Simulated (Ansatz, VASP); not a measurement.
**Two plane-wave programs on AlNi**

File INCAR:

```
PREC     = Accurate       # precision mode
ENCUT    = 600            # plane-wave cutoff, eV
EDIFF    = 1E-7           # SCF threshold, eV
ISMEAR   = 0              # smearing method
SIGMA    = 0.1            # smearing width, eV
LREAL    = False          # projectors in reciprocal space
LASPH    = True           # aspherical terms in the spheres
NELM     = 60             # most SCF steps
ALGO     = Fast           # electronic algorithm
ISIF     = 3              # what is computed and relaxed
LWAVE    = False          # write WAVECAR
LCHARG   = False          # write CHGCAR
IBRION   = 2              # ionic algorithm
NSW      = 100            # ionic steps
EDIFFG   = -0.005         # ionic threshold
```

KPOINTS

```
Automatic mesh
0
Gamma
  16 16 14
```

File POSCAR:

```
AlNi
1.0
    1.9386940000     -1.9531901500      0.0000000000
    1.9386940000      1.9531901500      0.0000000000
    0.0000000000      0.0000000000      3.0994300413
Al Ni
1 1
Direct
    0.0000000000      0.0000000000      0.0000000000
    0.5000000000      0.5000000000      0.5000000000
```

Input for Ansatz:

```yaml
crystal:
  lattice:
    - [1.938694, -1.95319015, 0.0]
    - [1.938694, 1.95319015, 0.0]
    - [0.0, 0.0, 3.0994300413]
  atoms:
    - { symbol: Al, position: [0.0, 0.0, 0.0] }
    - { symbol: Ni, position: [0.5, 0.5, 0.5] }
basis:
  ecutwfc: 420
kpoints:
  mp_grid: { grid: [16, 16, 14] }
hamiltonian:
  xc: lda
scf:
  occupations: { method: gaussian, width: 0.1 }
output:
  forces: true
  stress: true
  eigenvalues: true
relax:
  adjacent_minimum: "off"
  f_tol: 0.005
  max_steps: 80
  cell: { stress_tol: 0.05 }
```

Alike in both runs: task relaxation of cell and atoms; functional LDA; k mesh 16 × 16 × 14; occupations gaussian, width 0.1 eV; no spin polarisation.

|  | VASP | Ansatz |
| --- | --- | --- |
| version | VASP 6.6.1 | Ansatz 0.2.0 |
| potentials or method | VASP PAW LDA potentials, release 64 (Al, Ni), cutoff 600 eV | scalar-relativistic, plane waves, PAW |
| valence electrons in the cell | 13 | 21 |

|  | VASP | Ansatz | Ansatz less VASP |
| --- | --- | --- | --- |
| gap on the k mesh at the Fermi level, each at its own relaxed structure (eV) | none | none | - |
| relaxed volume (Å³/atom) | 11.38 | 11.36 | -0.017 |
| relaxed cell length with the largest relative difference (Å) | 2.842 | 2.840 | -0.0027 |

LDA's correlation is that of Perdew and Zunger in VASP and of Perdew and Wang (1992) in Ansatz. A gap of «none» marks a metal or a gap that the smearing closes. VASP's potentials hold 13 valence electrons a cell and Ansatz's 21, so a difference there can come from the potentials and not from the codes.
